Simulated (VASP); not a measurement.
# Hf (Fm-3m) in VASP: single point with r2SCAN

Aim: the single point of Hf with r2SCAN.

Everything below comes from runs of VASP 6.6.1. Logs are shortened: lines on timing, memory, paths and dates and some standing lists are left out, and cuts for length are marked.

### 1 The cell of the first run

The structure is cubic, space group Fm-3m (No. 225). The conventional cell has a = 4.440 Å, b = 4.440 Å, c = 4.440 Å, α = 90.00°, β = 90.00°, γ = 90.00°. Hf (site symmetry m-3m) has 12 Hf at 3.14 Å within 4.1 Å.

### 2 Single point, r2SCAN

Input file POSCAR:

```
Hf
1.0
    0.0000000000      2.2200000000      2.2200000000
    2.2200000000      0.0000000000      2.2200000000
    2.2200000000      2.2200000000      0.0000000000
Hf
1
Direct
    0.0000000000      0.0000000000      0.0000000000
```

Input file INCAR.step1:

```
SYSTEM = Hf
PREC = Accurate ; ENCUT = 550
ISMEAR = 0 ; SIGMA = 0.1
LREAL = .FALSE. ; LASPH = .TRUE.
NELM = 120 ; NBANDS = 11
GGA = PE ; ALGO = Normal
EDIFF = 1E-5 ; LWAVE = .TRUE.
LCHARG = .FALSE. ; GGA_COMPAT = .FALSE.
```

Input file INCAR.step2:

```
SYSTEM = Hf
PREC = Accurate ; ENCUT = 550
EDIFF = 1E-6 ; ISMEAR = 0
SIGMA = 0.1 ; LREAL = .FALSE.
LASPH = .TRUE. ; NELM = 120
ALGO = Normal ; ISIF = 2
LWAVE = .FALSE. ; LCHARG = .TRUE.
METAGGA = R2SCAN ; LMIXTAU = .TRUE.
LELF = .TRUE. ; LVHAR = .TRUE.
NBANDS = 11 ; ISTART = 1
GGA_COMPAT = .FALSE.
```

Input file KPOINTS:

```
regular mesh
0
G
  8 8 8
  0 0 0
```

Potentials or basis: VASP PAW PBE potentials, release 64 (Hf_pv).

The run is started by

```console
cat potpaw_PBE.64/Hf_pv/POTCAR > POTCAR
cp INCAR.step1 INCAR
mpirun -np 1 vasp_std > vasp.out
cp INCAR.step2 INCAR
mpirun -np 1 vasp_std > vasp.out
```

OUTCAR:

```text
SYSTEM = Hf
   PREC = Accurate
   ENCUT = 550
   EDIFF = 1E-6
   ISMEAR = 0
   LREAL = .FALSE.
   LASPH = .TRUE.
   NELM = 120
   ISIF = 2
   METAGGA = R2SCAN
   ISTART = 1

 ion  position               nearest neighbor table
   1  0.000  0.000  0.000-

  LATTYP: Found a face centered cubic cell.
 ALAT       =     4.4400000000

  Lattice vectors:

 A1 = (   0.0000000000,   2.2200000000,   2.2200000000)
 A2 = (   2.2200000000,   0.0000000000,   2.2200000000)
 A3 = (   2.2200000000,   2.2200000000,   0.0000000000)

Analysis of symmetry for initial positions (statically):
=====================================================================
 Subroutine PRICEL returns:
 Original cell was already a primitive cell.

 Routine SETGRP: Setting up the symmetry group for a
 face centered cubic supercell.

 Subroutine GETGRP returns: Found 48 space group operations
 (whereof 48 operations were pure point group operations)
 out of a pool of 48 trial point group operations.

The static configuration has the point symmetry O_h .

Analysis of symmetry for dynamics (positions and initial velocities):
=====================================================================
 Subroutine PRICEL returns:
 Original cell was already a primitive cell.

 Routine SETGRP: Setting up the symmetry group for a
 face centered cubic supercell.

 Subroutine GETGRP returns: Found 48 space group operations
 (whereof 48 operations were pure point group operations)
 out of a pool of 48 trial point group operations.

The dynamic configuration has the point symmetry O_h .

 Subroutine INISYM returns: Found 48 space group operations
 (whereof 48 operations are pure point group operations),
 and found     1 'primitive' translations

----------------------------------------------------------------------------------------

                                     Primitive cell

  volume of cell :      21.8821

  direct lattice vectors                    reciprocal lattice vectors
     0.000000000  2.220000000  2.220000000    -0.225225225  0.225225225  0.225225225
     2.220000000  0.000000000  2.220000000     0.225225225 -0.225225225  0.225225225
     2.220000000  2.220000000  0.000000000     0.225225225  0.225225225 -0.225225225

  length of vectors
     3.139554108  3.139554108  3.139554108     0.390101533  0.390101533  0.390101533

  position of ions in fractional coordinates (direct lattice)
     0.000000000  0.000000000  0.000000000

  ion indices of the primitive-cell ions
   primitive index   ion index
                 1           1

----------------------------------------------------------------------------------------

[... 74 lines left out ...]
   NFREE  =      0    steps in history (QN), initial steepest desc. (CG)
   ISIF   =      2    stress and relaxation
   ISYM   =      2    0-nonsym 1-usesym 2-fastsym
   POTIM  = 0.5000    time-step for ionic-motion
   TEBEG  =    0.0;   TEEND  =   0.0 temperature during run
   PSTRESS=    0.0 pullay stress
   NELECT =      10.0000    total number of electrons
   NUPDOWN=      -1.0000    fix difference up-down
   EMIN   =  10.00;   EMAX   =-10.00  energy-range for DOS
   EFERMI =   0.00;   METHOD = LEGACY
   ISMEAR =     0;   SIGMA  =   0.10  broadening in eV -4-tet -1-fermi 0-gaus
   EFERMI_NEDOS =   21; number of points for ismear=-14 and -15
   IALGO  =     38    algorithm
   IMIX   =      4    mixing-type and parameters
     AMIX     =   0.40;   BMIX     =  1.00
     AMIX_MAG =   1.60;   BMIX_MAG =  1.00
  volume/ion in A,a.u.               =      21.88       147.67
  Fermi-wavevector in a.u.,A,eV,Ry     =   1.260991  2.382927 21.634588  1.590097
  Thomas-Fermi vector in A             =   2.394472
   LORBIT       =      0    0 simple, 1 ext, 2 COOP (PROOUT), +10 PAW based schemes
   METAGGA = R2SCAN    functional components
   LHFCALC =     F    Hartree Fock is set to
   AEXX    =    0.0000 exact exchange contribution
   IVDW    =     0    specifies the selected vdW correction
   LEPSILON=     F    determine dielectric tensor
   LRPA    =     F    only Hartree local field effects (RPA)
 non-spin polarized calculation
 Gauss-broadening in eV      SIGMA  =   0.10
  energy-cutoff  :      550.00
  volume of cell :       21.88
 maximum number of plane-waves:       652
   NGX = 13   NGY = 13   NGZ = 13

 number of electron      10.0000000 magnetization

 Free energy of the ion-electron system (eV)
  ---------------------------------------------------
  ext. energy  EPLUGINS =         0.00000000
  ---------------------------------------------------
  free energy    TOTEN  =       -45.05658461 eV

  energy without entropy =      -45.05077401  energy(sigma->0) =      -45.05367931

 E-fermi :   4.8257     XC(G=0): -12.2837

 val. band max:        4.7861010432   @ k =   0.3750   0.0000   0.0000
 cond. band min:       4.9101929973   @ k =   0.2500   0.0000   0.0000
 fundamental gap:      0.1240919541
 Fermi energy:         4.8257233524

 k-point     1 :       0.0000    0.0000    0.0000
  band No.  band energies     occupation
      1     -26.2775      2.00000
      2     -26.2775      2.00000
      3     -26.2775      2.00000
      4      -2.8679      2.00000
      5       6.3711      0.00000
      6       6.3711      0.00000
      7       6.3711      0.00000
      8       9.4478      0.00000
      9       9.4478      0.00000
     10      16.6672      0.00000
     11      16.8277      0.00000
[... 309 lines left out ...]
 k-point    24 :      -0.3750    0.2500    0.1250
  band No.  band energies     occupation
      1     -27.0579      2.00000
      2     -26.6359      2.00000
      3     -26.4711      2.00000
      4       2.3790      2.00000
      5       3.8226      2.00000
      6       5.1755      0.00000
      7       7.4150      0.00000
      8      10.9571      0.00000
      9      13.0874      0.00000
     10      14.0280      0.00000
     11      16.8282      0.00000

 [... further k-points ...]
[... 5 lines left out ...]
  --------------------------------------------------------------------------------------
  -------------------------------------------------------------------------------------
  Total        0.3277132      0.3277132      0.3277132     -0.0000000     -0.0000000      0.0000000
  in kB       23.9947134     23.9947134     23.9947134     -0.0000000     -0.0000000      0.0000000
  external PRESSURE =      23.9947134 kB  Pullay stress =       0.0000000 kB

 VOLUME and BASIS-vectors are now :
 -----------------------------------------------------------------------------
  energy-cutoff  :      550.00
  volume of cell :       21.88
      direct lattice vectors                 reciprocal lattice vectors
     0.000000000  2.220000000  2.220000000    -0.225225225  0.225225225  0.225225225
     2.220000000  0.000000000  2.220000000     0.225225225 -0.225225225  0.225225225
     2.220000000  2.220000000  0.000000000     0.225225225  0.225225225 -0.225225225

 POSITION                                       TOTAL-FORCE (eV/Angst)
 -----------------------------------------------------------------------------------
      0.00000      0.00000      0.00000         0.000000      0.000000      0.000000
 -----------------------------------------------------------------------------------
    total drift:                                0.000000      0.000000      0.000000

  FREE ENERGIE OF THE ION-ELECTRON SYSTEM (eV)
  ---------------------------------------------------
  free  energy   TOTEN  =       -45.0565846091 eV

  energy  without entropy=      -45.0507740092  energy(sigma->0) =      -45.05367931
```

OUTCAR.step1:

```text
SYSTEM = Hf
   PREC = Accurate
   ENCUT = 550
   ISMEAR = 0
   LREAL = .FALSE.
   LASPH = .TRUE.
   NELM = 120
[... 552 lines left out ...]
 -----------------------------------------------------------------------------------
      0.00000      0.00000      0.00000         0.000000      0.000000      0.000000
 -----------------------------------------------------------------------------------
    total drift:                                0.000000      0.000000      0.000000

  FREE ENERGIE OF THE ION-ELECTRON SYSTEM (eV)
  ---------------------------------------------------
  free  energy   TOTEN  =        -9.8395309056 eV

  energy  without entropy=       -9.8323076299  energy(sigma->0) =       -9.83591927
```

OSZICAR.step1:

```text
N       E                     dE             d eps       ncg     rms          rms(c)
DAV:   1     0.137235659416E+02    0.13724E+02   -0.59768E+03   646   0.886E+02
DAV:   2    -0.974103684915E+01   -0.23465E+02   -0.22840E+02   817   0.160E+02
DAV:   3    -0.101662059908E+02   -0.42517E+00   -0.40150E+00   839   0.143E+01
DAV:   4    -0.101679223746E+02   -0.17164E-02   -0.17161E-02   726   0.105E+00
DAV:   5    -0.101679309537E+02   -0.85791E-05   -0.85790E-05   783   0.664E-02    0.467E+01
DAV:   6    -0.992526443618E+01    0.24267E+00   -0.20268E-01   713   0.340E+00    0.279E+01
DAV:   7    -0.984395750343E+01    0.81307E-01   -0.32718E-01   722   0.416E+00    0.125E+00
DAV:   8    -0.983949265479E+01    0.44648E-02   -0.25357E-02   722   0.113E+00    0.444E-01
DAV:   9    -0.983953249803E+01   -0.39843E-04   -0.44176E-04   757   0.168E-01    0.517E-02
DAV:  10    -0.983953090565E+01    0.15924E-05   -0.30567E-05   718   0.423E-02
   1 F= -.98395309E+01 E0= -.98359193E+01  d E =-.722328E-02
```

It took 13 s on 1 thread of Intel Xeon Platinum 8488C (Sapphire Rapids), shared host; peak memory 0.15 GiB.

Results:

| Property | Result |
| --- | --- |
| Free energy | -45.0566 eV |
| Pressure | 2.4 GPa |
| Band gap on the k mesh | zero (band 5 reaches 6.37 eV, above the bottom of band 6 at 4.32 eV) |

Caveat: the PAW data sets were made with another functional, which shifts forces and pressure a little; spin-orbit coupling is left out, which moves the levels of the heavy elements.
